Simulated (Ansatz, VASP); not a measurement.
## Y: VASP beside Ansatz

```
CELL_PARAMETERS angstrom
3.64254 0.00000 0.00000
-1.82127 3.15454 0.00000
0.00000 0.00000 11.84413
ATOMIC_POSITIONS crystal
Y 0.66667 0.33333 0.75000
Y 0.00000 0.00000 0.50000
Y 0.33333 0.66667 0.25000
Y 0.00000 0.00000 0.00000
```

Alike in both runs: task relaxation of cell and atoms; functional PBEsol; k mesh 8 × 8 × 3; occupations fermi-dirac, width 0.05 eV; no spin polarisation.

|  | VASP | Ansatz |
| --- | --- | --- |
| version | VASP 6.6.1 | Ansatz 0.2.0 |
| potentials or method | VASP PAW PBE potentials, release 64 (Y_sv) | Ansatz PAW |
| plane-wave cutoff (eV) | 600 | 420 |
| valence electrons in the cell | 44 | 44 |

```csv
,VASP,Ansatz,Ansatz less VASP
"gap on the k mesh at the Fermi level, each at its own relaxed structure (eV)",none,none,-
relaxed volume (Å³/atom),30.75,30.83,+0.080
relaxed length of the cell vector where the two differ most in proportion (Å),3.530,3.534,+0.0039
```

VASP's potentials were made for PBE, not for PBEsol. A gap of «none» marks a metal or a gap that the smearing closes.

Noted on Ansatz's run: the plane-wave basis is chosen anew once the cell has moved, so the energies of steps on either side of that aren't comparable.
